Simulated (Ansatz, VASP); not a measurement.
# V: VASP beside Ansatz

```xyz
2
Lattice="2.2234 0.0000 0.0000 -1.1117 1.9255 0.0000 0.0000 0.0000 4.0972" Properties=species:S:1:pos:R:3 pbc="T T T"
V     0.0000    1.2837    1.0243
V     1.1117    0.6418    3.0729
```

Change from the starting cell: volume scaled by 0.68, PAW files.

Alike in both runs: task single point; functional LDA; k mesh 18 × 18 × 10; occupations fermi-dirac, width 0.08 eV; no spin polarisation.

|  | VASP | Ansatz |
| --- | --- | --- |
| version | VASP 6.6.1 | Ansatz 0.2.0 |
| potentials or method | VASP PAW LDA potentials, release 64 (V_sv) | PAW with Ansatz's default frozen-core files, scalar-relativistic |
| plane-wave cutoff (eV) | 520 | 420 |
| valence electrons in the cell | 26 | 26 |

Ansatz gave:

| Quantity | Value |
| --- | --- |
| pressure (GPa) | 151.8 |
| traceless stress, the component that is largest in VASP (GPa) | 0.02 |

Question: What did VASP give for the same quantities?

Answer: Pressure (GPa): 156.1; traceless stress, the component that is largest in VASP (GPa): -1.51.

LDA's correlation is that of Perdew and Zunger in VASP and of Perdew and Wang (1992) in Ansatz. Both programs put the cell under a high pressure, so it lies far from rest at this level.

Noted on VASP's run: the cell as given lies far from equilibrium.
